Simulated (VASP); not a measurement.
# Cu3OF3 (Pm-3m) in VASP: further runs, part 2 of 2

VASP 6.6.1.

## (3) Single point, PBE, collinear spin

This run uses another cell than the first one, of 11.90 Å³/atom.

Input file INCAR:

```
PREC = Accurate
ENCUT = 520
EDIFF = 1E-6
ISMEAR = 0
SIGMA = 0.1
LREAL = F
LASPH = T
NELM = 150
ALGO = Normal
ISIF = 2
LWAVE = F
LCHARG = T
ISPIN = 2
MAGMOM = 1 1 1 0 0 0 0
LORBIT = 11
LMAXMIX = 4
GGA = PE
LELF = T
LVHAR = T
NBANDS = 43
```

Input file KPOINTS:

```
regular mesh
0
Gamma
  4 4 4
```

Input file POSCAR:

```
Cu3OF3
1.0
    4.3677768200      0.0000000000      0.0000000000
    0.0000000000      4.3677768200      0.0000000000
    0.0000000000      0.0000000000      4.3677768200
Cu O F
3 1 3
Direct
    0.5000000000      0.5000000000      0.0000000000
    0.0000000000      0.5000000000      0.5000000000
    0.5000000000      0.0000000000      0.5000000000
    0.5000000000      0.5000000000      0.5000000000
    0.5000000000      0.0000000000      0.0000000000
    0.0000000000      0.5000000000      0.0000000000
    0.0000000000      0.0000000000      0.5000000000
```

Potentials or basis: VASP PAW PBE potentials, release 64 (Cu, O, F).

Started as:

```console
$ cat potpaw_PBE.64/Cu/POTCAR potpaw_PBE.64/O/POTCAR potpaw_PBE.64/F/POTCAR > POTCAR
$ mpirun -np 1 vasp_std > vasp.out
```

It took 34 s on 1 thread of Intel Xeon 6975P-C (Granite Rapids), shared host; peak memory 0.22 GiB.

The run converged. Its results:

```
Free energy                                           : -28.7666 eV
Pressure                                              : -6.7 GPa
Net moment                                            : 1.41 μB per cell
Site moments                                          : Cu +0.36; O +0.16; F +0.05 μB
Valence electrons inside the program's atomic spheres : Cu 9.64; O 4.88; F 6.04
```

Levels at points of the mesh, in eV from the Fermi level:
Spin up:
```csv
k point,band 27,band 28,band 29,band 30,band 31,band 32,band 33,band 34,band 35,band 36
"(0.00, 0.00, 0.00)",-1.43,-1.38,-1.21,-1.21,-1.21,0.80,5.32,5.32,9.78,9.78
"(0.50, 0.00, 0.00)",-1.17,-1.17,-1.07,-0.96,-0.73,3.58,4.83,6.82,10.09,10.18
"(0.50, 0.50, 0.00)",-1.05,-1.02,-0.15,0.06,0.06,5.46,6.12,6.12,6.63,10.02
"(0.50, 0.50, 0.50)",-0.13,-0.13,0.22,0.22,0.22,6.15,6.31,6.31,6.31,7.80
```
Spin down:
| k point | band 28 | band 29 | band 30 | band 31 | band 32 | band 33 |
| --- | --- | --- | --- | --- | --- | --- |
| (0.00, 0.00, 0.00) | -0.91 | -0.91 | -0.83 | -0.81 | 0.87 | 5.40 |
| (0.50, 0.00, 0.00) | -0.87 | -0.56 | -0.36 | -0.21 | 3.71 | 4.99 |
| (0.50, 0.50, 0.00) | -0.67 | 0.33 | 0.62 | 0.62 | 5.57 | 6.27 |
| (0.50, 0.50, 0.50) | 0.34 | 0.79 | 0.79 | 0.79 | 6.20 | 6.33 |

Caveat: the cell stands under tension; semilocal functionals often make such compounds metallic where correlation or magnetic order opens a gap, which also shifts bond lengths. With open d or f shells a metallic result of PBE can be an artefact of self-interaction; +U or a hybrid may open a gap.

## (4) Relaxation of cell and atoms, PBE, collinear spin

This run uses another cell than the first one, of 11.90 Å³/atom.

Input file INCAR:

```
PREC = Accurate
ENCUT = 600
EDIFF = 1E-7
ISMEAR = 0
SIGMA = 0.1
LREAL = False
LASPH = True
NELM = 150
ALGO = Normal
ISIF = 3
LWAVE = False
LCHARG = False
ISPIN = 2
MAGMOM = 1 1 1 0 0 0 0
LORBIT = 11
LMAXMIX = 4
GGA = PE
IBRION = 2
NSW = 90
EDIFFG = -0.04
```

Input file KPOINTS:

```
Automatic mesh
0
Gamma
  4 4 4
```

POSCAR is that of step 3.

Started as:

```console
$ cat potpaw_PBE.64/Cu/POTCAR potpaw_PBE.64/O/POTCAR potpaw_PBE.64/F/POTCAR > POTCAR
$ mpirun -np 1 vasp_std > vasp.out
```

Wall time 1.7 min (1 thread of Intel Xeon 6975P-C (Granite Rapids), shared host); peak memory 0.27 GiB.

Results (log left out):

| Quantity | Value |
| --- | --- |
| Free energy | -28.8989 eV |
| Relaxed volume | 11.11 Å³/atom |
| Relaxed cell | a = 4.269 Å, b = 4.269 Å, c = 4.269 Å, α = 90.00°, β = 90.00°, γ = 90.00° |
| Space group after relaxing (to 0.1 Å) | Pm-3m (No. 221) |
| Energy gained by relaxing | 17.9 meV/atom |
| Ionic steps | 3 |
| Pressure after relaxing | 0.0 GPa |
| Net moment | 1.30 μB per cell |
| Site moments | Cu +0.33; O +0.15; F +0.05 μB |
| Valence electrons inside the program's atomic spheres | Cu 9.70; O 4.91; F 6.06 |

Step by step:
```
step  energy change (eV)  largest force (eV/Å)  pressure (GPa)  volume (Å³)
   1              0.0000                0.0000           -6.78        83.33
   2             -0.1245                0.0000            0.61        77.40
   3             -0.1253                0.0000            0.02        77.79
```

Final structure:
```
Cu O F
1.0
     4.26883    0.00000    0.00000
     0.00000    4.26883    0.00000
     0.00000    0.00000    4.26883
Cu O F
3 1 3
Direct
  0.50000 0.50000 0.00000
  0.00000 0.50000 0.50000
  0.50000 0.00000 0.50000
  0.50000 0.50000 0.50000
  0.50000 0.00000 0.00000
  0.00000 0.50000 0.00000
  0.00000 0.00000 0.50000
```

Levels at points of the mesh, in eV from the Fermi level:
Spin up:
```
           k point  band 28  band 29  band 30  band 31  band 32  band 33  band 34  band 35
(0.00, 0.00, 0.00)    -1.44    -1.26    -1.26    -1.26     0.93     5.63     5.63    10.09
(0.50, 0.00, 0.00)    -1.25    -1.07    -0.96    -0.73     3.86     5.09     7.24    10.35
(0.50, 0.50, 0.00)    -1.08    -0.09     0.13     0.13     5.79     6.46     6.46     6.74
(0.50, 0.50, 0.50)    -0.07     0.31     0.31     0.31     6.28     6.35     6.35     6.35
```
Spin down:
| k point | band 27 | band 28 | band 29 | band 30 | band 31 | band 32 | band 33 | band 34 |
| --- | --- | --- | --- | --- | --- | --- | --- | --- |
| (0.00, 0.00, 0.00) | -1.05 | -0.99 | -0.99 | -0.94 | -0.85 | 1.00 | 5.71 | 5.71 |
| (0.50, 0.00, 0.00) | -1.01 | -0.93 | -0.58 | -0.39 | -0.24 | 3.98 | 5.24 | 7.34 |
| (0.50, 0.50, 0.00) | -0.73 | -0.73 | 0.35 | 0.66 | 0.66 | 5.89 | 6.60 | 6.60 |
| (0.50, 0.50, 0.50) | 0.37 | 0.37 | 0.85 | 0.85 | 0.85 | 6.33 | 6.37 | 6.37 |

Caveat: semilocal functionals often make such compounds metallic where correlation or magnetic order opens a gap, which also shifts bond lengths.

## (5) Summary

```tsv
task	cell	cutoff (eV)	gap on the mesh (eV)	pressure (GPa)	moment (μB)
single point	a = 4.276 Å, 7 atoms	520	none	-0.4	1.31
single point	a = 4.368 Å, 7 atoms	520	none	-6.7	1.41
relaxation of cell and atoms	relaxed from a = 4.368 Å, 7 atoms	600	none	0.0	1.30
```

Alike in all rows: level PBE; potentials or basis VASP PAW PBE potentials, release 64 (Cu, O, F); spin collinear; k mesh 4 × 4 × 4; smearing gaussian 0.1 eV.

Caveats: some runs use coarse meshes; semilocal functionals often make such compounds metallic where correlation or magnetic order opens a gap, which also shifts bond lengths; the cell stands under tension (at least some runs).

Absolute energies hang on the potentials; compare differences alone.
